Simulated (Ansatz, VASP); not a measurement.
# TaN in VASP and in Ansatz

Contents of INCAR:

```
SYSTEM = TaN
PREC = Accurate
ENCUT = 700
EDIFF = 1E-6
ISMEAR = 0
SIGMA = 0.15
LREAL = .False.
LASPH = .True.
NELM = 120
ALGO = Normal
ISIF = 2
LWAVE = .False.
LCHARG = .False.
GGA = PS
NBANDS = 16
GGA_COMPAT = .False.
```

File KPOINTS:

```
Automatic mesh
0
Gamma
  20 20 20
  0 0 0
```

File POSCAR:

```
TaN
1.0
    0.0000000000      2.2404123318      2.0611793452
    2.2404123318      0.0000000000      2.0611793452
    2.2404123318      2.2404123318      0.0000000000
Ta N
1 1
Direct
    0.5000000000      0.5000000000      0.5000000000
    0.0000000000      0.0000000000      0.0000000000
```

Input for Ansatz:

```yaml
crystal:
  lattice:
    - [0.0, 2.2404123318, 2.0611793452]
    - [2.2404123318, 0.0, 2.0611793452]
    - [2.2404123318, 2.2404123318, 0.0]
  atoms:
    - { symbol: Ta, position: [0.5, 0.5, 0.5] }
    - { symbol: "N", position: [0.0, 0.0, 0.0] }
basis:
  ecutwfc: 420
kpoints:
  mp_grid: { grid: [20, 20, 20] }
hamiltonian:
  xc: pbesol
scf:
  occupations: { method: gaussian, width: 0.15 }
output:
  forces: true
  stress: true
  eigenvalues: true
```

Alike in both runs: task single point; functional PBEsol; k mesh 20 × 20 × 20; occupations gaussian, width 0.15 eV; no spin polarisation.

```csv
,VASP,Ansatz
version,VASP 6.6.1,Ansatz 0.2.0
potentials or method,"VASP PAW PBE potentials, release 64 (Ta_sv_GW, N), cutoff 700 eV","scalar-relativistic, plane waves, PAW"
valence electrons in the cell,18,18
```

VASP gave:

| Item | Value |
| --- | --- |
| gap on the k mesh at the Fermi level (eV) | none |
| pressure (GPa) | 11.2 |
| traceless stress, the component that is largest in VASP (GPa) | 42.09 |

What did Ansatz give for the same quantities?

gap on the k mesh at the Fermi level (eV): none; pressure (GPa): 11.1; traceless stress, the component that is largest in VASP (GPa): 41.91.

VASP's potentials were made for PBE, not for PBEsol. A gap of «none» marks a metal or a gap that the smearing closes.

Spin-orbit coupling is off throughout.
